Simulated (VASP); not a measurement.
# Tb2GeO (P4/mmm) in VASP: relaxation of cell and atoms with PBE

Aim: the relaxation of cell and atoms of Tb2GeO with PBE.

Everything below comes from runs of VASP 6.6.1. Logs are shortened: lines on timing, memory, paths and dates and some standing lists are left out, and cuts for length are marked.

## 1. The cell of the first run

The structure is tetragonal, space group P4/mmm (No. 123). Conventional cell: a = 4.667 Å, b = 4.667 Å, c = 3.935 Å, α = 90.00°, β = 90.00°, γ = 90.00°. Within 3.1 Å of Tb (site symmetry mmm) lie 2 O at 2.33 Å and 4 Ge at 3.05 Å. Within 4.0 Å of Ge (site symmetry 4/mmm) lie 8 Tb at 3.05 Å and 8 O at 3.84 Å and 2 Ge at 3.93 Å. O (site symmetry 4/mmm) has 4 Tb at 2.33 Å within 3.1 Å.

The cell was generated, and may not be a known phase.

## 2. Relaxation of cell and atoms, PBE

Contents of INCAR:

```
SYSTEM = Tb2GeO
PREC = Accurate
ENCUT = 600
EDIFF = 1E-7
ISMEAR = 0
SIGMA = 0.1
LREAL = .False.
LASPH = .True.
NELM = 200
ALGO = Normal
ISIF = 3
LWAVE = .False.
LCHARG = .False.
GGA = PE
IBRION = 2
NSW = 100
EDIFFG = -0.01
GGA_COMPAT = .False.
NELMIN = 4
LMAXMIX = 6
```

Contents of KPOINTS:

```
Automatic mesh
0
Gamma
  8 8 10
  0 0 0
```

Contents of POSCAR:

```
Tb2GeO
1.0
    4.6670354706      0.0000000000      0.0000000000
    0.0000000000      4.6670354706      0.0000000000
    0.0000000000      0.0000000000      3.9347237570
Tb Ge O
2 1 1
Direct
    0.5000000000      0.0000000000      0.5000000000
    0.0000000000      0.5000000000      0.5000000000
    0.5000000000      0.5000000000      0.0000000000
    0.0000000000      0.0000000000      0.5000000000
```

Potentials or basis: VASP PAW PBE potentials, release 64 (Tb_3, Ge_d, O), 4f in core.

Command:

```bash
$ cat potpaw_PBE.64/Tb_3/POTCAR potpaw_PBE.64/Ge_d/POTCAR potpaw_PBE.64/O/POTCAR > POTCAR
$ mpirun -np 1 vasp_std > vasp.out
```

OUTCAR:

```text
SYSTEM = Tb2GeO
   PREC = Accurate
   ENCUT = 600
   EDIFF = 1E-7
   ISMEAR = 0
   LREAL = .False.
   LASPH = .True.
   NELM = 200
   ISIF = 3
   GGA = PE
   IBRION = 2
   NSW = 100
   EDIFFG = -0.01
   NELMIN = 4

 ion  position               nearest neighbor table
   1  0.500  0.000  0.500-   4 2.33   4 2.33   3 3.05   3 3.05   3 3.05   3 3.05   2 3.30   2 3.30
                             2 3.30   2 3.30
   2  0.000  0.500  0.500-   4 2.33   4 2.33   3 3.05   3 3.05   3 3.05   3 3.05   1 3.30   1 3.30
                             1 3.30   1 3.30
   3  0.500  0.500  0.000-   1 3.05   2 3.05   1 3.05   2 3.05   1 3.05   1 3.05   2 3.05   2 3.05

   4  0.000  0.000  0.500-   1 2.33   2 2.33   2 2.33   1 2.33

  LATTYP: Found a simple tetragonal cell.
 ALAT       =     4.6670354706
 C/A-ratio  =     0.8430884620

  Lattice vectors:

 A1 = (   4.6670354706,   0.0000000000,   0.0000000000)
 A2 = (   0.0000000000,   4.6670354706,   0.0000000000)
 A3 = (   0.0000000000,   0.0000000000,   3.9347237570)

Analysis of symmetry for initial positions (statically):
=====================================================================
 Subroutine PRICEL returns:
 Original cell was already a primitive cell.

 Routine SETGRP: Setting up the symmetry group for a
 simple tetragonal supercell.

 Subroutine GETGRP returns: Found 16 space group operations
 (whereof 16 operations were pure point group operations)
 out of a pool of 16 trial point group operations.

The static configuration has the point symmetry D_4h.

Analysis of symmetry for dynamics (positions and initial velocities):
=====================================================================
 Subroutine PRICEL returns:
 Original cell was already a primitive cell.

 Routine SETGRP: Setting up the symmetry group for a
 simple tetragonal supercell.

 Subroutine GETGRP returns: Found 16 space group operations
 (whereof 16 operations were pure point group operations)
 out of a pool of 16 trial point group operations.

The dynamic configuration has the point symmetry D_4h.

 Subroutine INISYM returns: Found 16 space group operations
 (whereof 16 operations are pure point group operations),
 and found     1 'primitive' translations

----------------------------------------------------------------------------------------

                                     Primitive cell

  volume of cell :      85.7031

  direct lattice vectors                    reciprocal lattice vectors
     4.667035471  0.000000000  0.000000000     0.214268781  0.000000000  0.000000000
     0.000000000  4.667035471  0.000000000     0.000000000  0.214268781  0.000000000
     0.000000000  0.000000000  3.934723757     0.000000000  0.000000000  0.254147448

  length of vectors
     4.667035471  4.667035471  3.934723757     0.214268781  0.214268781  0.254147448

  position of ions in fractional coordinates (direct lattice)
     0.500000000  0.000000000  0.500000000
     0.000000000  0.500000000  0.500000000
     0.500000000  0.500000000  0.000000000
     0.000000000  0.000000000  0.500000000

  ion indices of the primitive-cell ions
   primitive index   ion index
                 1           1
                 2           2
                 3           3
                 4           4

----------------------------------------------------------------------------------------

 KPOINTS: Automatic mesh

Automatic generation of k-mesh.
 Grid dimensions read from file:
 generate k-points for:    8    8   10

 Generating k-lattice:

  Cartesian coordinates                     Fractional coordinates (reciprocal lattice)
     0.026783598  0.000000000  0.000000000     0.125000000  0.000000000  0.000000000
     0.000000000  0.026783598  0.000000000     0.000000000  0.125000000  0.000000000
     0.000000000  0.000000000  0.025414745     0.000000000  0.000000000  0.100000000

  Length of vectors
     0.026783598  0.026783598  0.025414745

  Shift w.r.t. Gamma in fractional coordinates (k-lattice)
     0.000000000  0.000000000  0.000000000

 Subroutine IBZKPT returns following result:
 ===========================================

 Found     90 irreducible k-points:

 Following reciprocal coordinates:
            Coordinates               Weight
  0.000000  0.000000  0.000000      1.000000
  0.125000  0.000000  0.000000      4.000000
  0.250000  0.000000  0.000000      4.000000
  0.375000  0.000000  0.000000      4.000000
  0.500000  0.000000  0.000000      2.000000
  0.125000  0.125000  0.000000      4.000000
[... 16 lines left out ...]
  0.375000  0.125000  0.100000     16.000000
  0.500000  0.125000  0.100000      8.000000
 [... further k-points ...]
   k-points           NKPTS =     90   k-points in BZ     NKDIM =     90   number of bands    NBANDS=     23
   number of dos      NEDOS =    301   number of ions     NIONS =      4
   total plane-waves  NPLWV =  51200
   dimension x,y,z NGX =    40 NGY =   40 NGZ =   32
   dimension x,y,z NGXF=    80 NGYF=   80 NGZF=   64
   ions per type =               2   1   1
   NGX,Y,Z   is equivalent  to a cutoff of  14.25, 14.25, 13.52 a.u.
   NGXF,Y,Z  is equivalent  to a cutoff of  28.50, 28.50, 27.04 a.u.
 SYSTEM =  Tb2GeO
   PREC   = accura    normal or accurate (medium, high low for compatibility)
   ISTART =      0    job   : 0-new  1-cont  2-samecut
   ICHARG =      2    charge: 1-file 2-atom 10-const
   ISPIN  =      1    spin polarized calculation?
   LNONCOLLINEAR =      F non collinear calculations
   LSORBIT =      F    spin-orbit coupling
   LASPH  =      T    aspherical Exc in radial PAW
   ENCUT  =  600.0 eV  44.10 Ry    6.64 a.u.   9.32  9.32  7.86*2*pi/ulx,y,z
   NELM   =    200;   NELMIN=  4; NELMDL= -5     # of ELM steps
   EDIFF  = 0.1E-06   stopping-criterion for ELM
   LREAL  =      F    real-space projection
   EDIFFG = -.1E-01   stopping-criterion for IOM
   NSW    =    100    number of steps for IOM
   IBRION =      2    ionic relax: 0-MD 1-quasi-New 2-CG
   NFREE  =      1    steps in history (QN), initial steepest desc. (CG)
   ISIF   =      3    stress and relaxation
   ISYM   =      2    0-nonsym 1-usesym 2-fastsym
   POTIM  = 0.5000    time-step for ionic-motion
   TEBEG  =    0.0;   TEEND  =   0.0 temperature during run
   PSTRESS=    0.0 pullay stress
   NELECT =      38.0000    total number of electrons
   NUPDOWN=      -1.0000    fix difference up-down
   EMIN   =  10.00;   EMAX   =-10.00  energy-range for DOS
   EFERMI =   0.00;   METHOD = LEGACY
   ISMEAR =     0;   SIGMA  =   0.10  broadening in eV -4-tet -1-fermi 0-gaus
   EFERMI_NEDOS =   21; number of points for ismear=-14 and -15
   IALGO  =     38    algorithm
   IMIX   =      4    mixing-type and parameters
     AMIX     =   0.40;   BMIX     =  1.00
     AMIX_MAG =   1.60;   BMIX_MAG =  1.00
  volume/ion in A,a.u.               =      21.43       144.59
  Fermi-wavevector in a.u.,A,eV,Ry     =   1.248352  2.359044 21.203099  1.558384
  Thomas-Fermi vector in A             =   2.382443
   LORBIT       =      0    0 simple, 1 ext, 2 COOP (PROOUT), +10 PAW based schemes
   GGA     = PE    functional components
   LHFCALC =     F    Hartree Fock is set to
   AEXX    =    0.0000 exact exchange contribution
   IVDW    =     0    specifies the selected vdW correction
   LEPSILON=     F    determine dielectric tensor
   LRPA    =     F    only Hartree local field effects (RPA)
 conjugate gradient relaxation of ions
 non-spin polarized calculation
 Gauss-broadening in eV      SIGMA  =   0.10
  energy-cutoff  :      600.00
  volume of cell :       85.70
 maximum number of plane-waves:      2887
 NGX is ok and might be reduce to    40
   NGX = 19   NGY = 19   NGZ = 15

--------------------------------------- Ionic step        1  -------------------------------------------

 number of electron      38.0000010 magnetization

 Free energy of the ion-electron system (eV)
  ---------------------------------------------------
  ext. energy  EPLUGINS =         0.00000000
  ---------------------------------------------------
  free energy    TOTEN  =       -25.83174324 eV

  energy without entropy =      -25.82934916  energy(sigma->0) =      -25.83054620

------------------------ aborting loop because EDIFF is reached ----------------------------------------

  FORCE on cell =-STRESS in cart. coord.  units (eV):
  Direction    XX          YY          ZZ          XY          YZ          ZX
  --------------------------------------------------------------------------------------
  -------------------------------------------------------------------------------------
  Total        0.6598830      0.6598830     -0.4453975      0.0000000      0.0000000      0.0000000
  in kB       12.3361910     12.3361910     -8.3264897      0.0000000      0.0000000      0.0000000
  external PRESSURE =       5.4486308 kB  Pullay stress =       0.0000000 kB
[... 99 lines left out ...]
  energy  without entropy=      -25.8338708011  energy(sigma->0) =      -25.83501272

--------------------------------------- Ionic step        4  -------------------------------------------

 number of electron      38.0000004 magnetization

 Free energy of the ion-electron system (eV)
  ---------------------------------------------------
  ext. energy  EPLUGINS =         0.00000000
  ---------------------------------------------------
  free energy    TOTEN  =       -25.83724896 eV

  energy without entropy =      -25.83504839  energy(sigma->0) =      -25.83614868

 E-fermi :   3.8067     XC(G=0): -10.2953

 val. band max:        3.7949167196   @ k =   0.0000   0.0000   0.1000
 cond. band min:       3.8081412991   @ k =   0.0000   0.0000   0.4000
 fundamental gap:      0.0132245795
 Fermi energy:         3.8066685979

 k-point     1 :       0.0000    0.0000    0.0000
  band No.  band energies     occupation
      1     -19.3536      2.00000
      2     -19.3536      2.00000
      3     -19.3495      2.00000
      4     -19.3182      2.00000
      5     -19.3054      2.00000
      6     -19.0178      2.00000
[... 613 lines left out ...]
     22       6.6387      0.00000
     23       6.9018      0.00000

 [... further k-points ...]

------------------------ aborting loop because EDIFF is reached ----------------------------------------

  FORCE on cell =-STRESS in cart. coord.  units (eV):
  Direction    XX          YY          ZZ          XY          YZ          ZX
  --------------------------------------------------------------------------------------
  -------------------------------------------------------------------------------------
  Total       -0.0178783     -0.0178783     -0.0279821      0.0000000      0.0000000     -0.0000000
  in kB       -0.3336815     -0.3336815     -0.5222588      0.0000000      0.0000000     -0.0000000
  external PRESSURE =      -0.3965406 kB  Pullay stress =       0.0000000 kB
[... 19 lines left out ...]
  FREE ENERGIE OF THE ION-ELECTRON SYSTEM (eV)
  ---------------------------------------------------
  free  energy   TOTEN  =       -25.8372489625 eV

  energy  without entropy=      -25.8350483936  energy(sigma->0) =      -25.83614868

 reached required accuracy - stopping structural energy minimisation
```

Run time: 4.9 min. Hardware: 1 thread of Intel Xeon 6975P-C (Granite Rapids), shared host; peak memory 0.39 GiB.

What came out:

| Item | Value |
| --- | --- |
| Free energy | -25.8372 eV |
| Relaxed volume | 21.46 Å³/atom |
| Relaxed cell | a = 4.692 Å, b = 4.692 Å, c = 3.900 Å, α = 90.00°, β = 90.00°, γ = 90.00° |
| Space group after relaxing (to 0.1 Å) | P4/mmm (No. 123) |
| Energy gained by relaxing | 1.4 meV/atom |
| Ionic steps | 4 |
| Pressure after relaxing | 0.0 GPa |
| Band gap on the k mesh | zero (bands 19 and 20 overlap by 0.68 eV) |

The path:
| step | energy change (eV) | largest force (eV/Å) | pressure (GPa) | volume (Å³) |
| --- | --- | --- | --- | --- |
| 1 | 0.0000 | 0.0000 | 0.54 | 85.70 |
| 2 | -0.0035 | 0.0000 | -0.80 | 86.60 |
| 3 | -0.0044 | 0.0000 | -0.40 | 86.32 |
| 4 | -0.0055 | 0.0000 | -0.04 | 85.84 |

Final structure:
```cif
data_structure
_symmetry_space_group_name_H-M 'P 1'
_symmetry_Int_Tables_number 1
_cell_length_a 4.6917
_cell_length_b 4.6917
_cell_length_c 3.8999
_cell_angle_alpha 90.000
_cell_angle_beta 90.000
_cell_angle_gamma 90.000
_cell_volume 85.84
loop_
_atom_site_label
_atom_site_type_symbol
_atom_site_fract_x
_atom_site_fract_y
_atom_site_fract_z
_atom_site_occupancy
Tb1 Tb 0.50000 0.00000 0.50000 1
Tb2 Tb 0.00000 0.50000 0.50000 1
Ge1 Ge 0.50000 0.50000 0.00000 1
O1 O 0.00000 0.00000 0.50000 1
```

Levels at points of the mesh, in eV from the Fermi level:
```tsv
k point	band 15	band 16	band 17	band 18	band 19	band 20	band 21	band 22	band 23
(0.00, 0.00, 0.00)	-3.01	-2.72	-0.75	-0.30	0.49	0.49	0.92	1.74	2.04
(0.50, 0.00, 0.00)	-3.31	-3.04	-2.79	-0.31	-0.08	0.43	2.17	2.83	2.99
(0.50, 0.50, 0.00)	-5.34	-3.36	-2.58	-2.58	-1.11	1.33	1.33	3.29	4.23
(0.00, 0.00, 0.50)	-3.19	-2.92	-2.92	-1.89	-1.89	0.04	3.25	3.25	4.50
(0.50, 0.00, 0.50)	-3.98	-3.23	-2.77	-1.38	-0.10	1.65	2.00	2.22	3.52
(0.50, 0.50, 0.50)	-5.15	-4.26	-1.17	-0.29	-0.29	0.83	0.83	2.39	3.75
```

Caveat: spin-orbit coupling is left out, which moves the levels of the heavy elements; the 4f electrons are frozen in the core, so they carry no moment and show no levels; the run has no spin polarisation, though such a crystal can be magnetic.
